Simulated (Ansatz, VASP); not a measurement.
**AlN in VASP and in Ansatz**

INCAR

```
SYSTEM = AlN
  PREC = Accurate
  ENCUT = 600
  EDIFF = 1E-6
  ISMEAR = -4
  SIGMA = 0.05
  LREAL = .FALSE.
  LASPH = .TRUE.
  NELM = 120
  ALGO = Normal
  ISIF = 2
  LWAVE = .FALSE.
  LCHARG = .FALSE.
  GGA = PS
  NBANDS = 26
  GGA_COMPAT = .FALSE.
```

The input KPOINTS:

```
Automatic mesh
0
G
  8 8 8
  0 0 0
```

The input POSCAR:

```
AlN
1.0
   -3.1136926464      0.0000000000      0.0000000000
    0.0000000000      5.3930738627      0.0000000000
    1.5568463232     -2.6965369313     -4.9834165464
Al N
4 4
Direct
    1.0185156866      0.3325792953      0.9984919239
    0.5185156866      0.8325792953      0.9984919239
    0.2299762373      0.9159126286      0.4984919239
    0.7299762373      0.4159126286      0.4984919239
    0.7910356824      0.1415873714      0.6165080761
    0.2910356824      0.6415873714      0.6165080761
    0.0754723937      0.7249207047      0.1165080761
    0.5754723937      0.2249207047      0.1165080761
```

Input for Ansatz:

```yaml
crystal:
  lattice:
    - [-3.1136926464, 0.0, 0.0]
    - [0.0, 5.3930738627, 0.0]
    - [1.5568463232, -2.6965369313, -4.9834165464]
  atoms:
    - { symbol: Al, position: [1.0185156866, 0.3325792953, 0.9984919239] }
    - { symbol: Al, position: [0.5185156866, 0.8325792953, 0.9984919239] }
    - { symbol: Al, position: [0.2299762373, 0.9159126286, 0.4984919239] }
    - { symbol: Al, position: [0.7299762373, 0.4159126286, 0.4984919239] }
    - { symbol: "N", position: [0.7910356824, 0.1415873714, 0.6165080761] }
    - { symbol: "N", position: [0.2910356824, 0.6415873714, 0.6165080761] }
    - { symbol: "N", position: [0.0754723937, 0.7249207047, 0.1165080761] }
    - { symbol: "N", position: [0.5754723937, 0.2249207047, 0.1165080761] }
basis:
  ecutwfc: 420
kpoints:
  mp_grid: { grid: [8, 8, 8] }
hamiltonian:
  xc: pbesol
scf:
  occupations: { method: tetrahedron_uncorrected }
output:
  forces: true
  eigenvalues: true
  stress: true
```

Alike in both runs: task single point; functional PBEsol; k mesh 8 × 8 × 8; no spin polarisation.

|  | VASP | Ansatz |
| --- | --- | --- |
| version | VASP 6.6.1 | Ansatz 0.2.0 |
| potentials or method | VASP PAW PBE potentials, release 64 (Al, N), cutoff 600 eV | scalar-relativistic, plane waves, PAW |
| occupations | tetrahedron | tetrahedron-uncorrected |
| valence electrons in the cell | 32 | 32 |

VASP gave:

```
gap on the k mesh at the Fermi level (eV)                     : 4.07
pressure (GPa)                                                : -0.2
traceless stress, the component that is largest in VASP (GPa) : -0.23
rms of the force components (eV/Å)                            : 0.149
```

**Question.** Estimate Ansatz's values.

**Answer.** gap on the k mesh at the Fermi level (eV): 4.05; pressure (GPa): -0.1; traceless stress, the component that is largest in VASP (GPa): -0.22; rms of the force components (eV/Å): 0.149.

VASP's potentials were made for PBE, not for PBEsol. Atom by atom the forces differ by 0.001 eV/Å (rms over components). Ansatz's warnings: band table not solved further.
